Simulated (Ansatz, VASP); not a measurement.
# Si2W: VASP beside Ansatz

```
Si W
1.0
     6.61600    0.00000   -0.00031
     0.00000    7.63950    0.00006
    -1.65407   -3.81974    1.58174
Si W
4 2
Direct
  0.99999 0.33481 0.99999
  0.49999 0.33481 0.99999
  0.00001 0.66519 0.00001
  0.50001 0.66519 0.00001
  0.00000 0.00000 0.00000
  0.50000 0.00000 0.00000
```

Change from the starting cell: band edges of the strained film's bulk.

Alike in both runs: task single point; functional LDA; k mesh 5 × 5 × 22; occupations gaussian, width 0.1 eV; no spin polarisation.

```csv
,VASP,Ansatz
version,VASP 6.6.1,Ansatz 0.2.0
potentials or method,"VASP PAW LDA potentials, release 64 (Si, W_sv), cutoff 520 eV","scalar-relativistic, plane waves, PAW"
valence electrons in the cell,44,44
```

VASP gave:

```
gap on the k mesh at the Fermi level (eV)                     : none
pressure (GPa)                                                : -1.4
traceless stress, the component that is largest in VASP (GPa) : -11.36
rms of the force components (eV/Å)                            : 0.001
```

Problem. What did Ansatz give for the same quantities?

Solution. gap on the k mesh at the Fermi level (eV): none; pressure (GPa): -2.2; traceless stress, the component that is largest in VASP (GPa): -11.32; rms of the force components (eV/Å): 0.003.

LDA's correlation is that of Perdew and Zunger in VASP and of Perdew and Wang (1992) in Ansatz. Atom by atom the forces differ by 0.004 eV/Å (rms over components). A gap of «none» marks a metal or a gap that the smearing closes.

The k mesh is coarse, so the values compare programs but aren't converged. Neither program's run includes spin-orbit coupling.
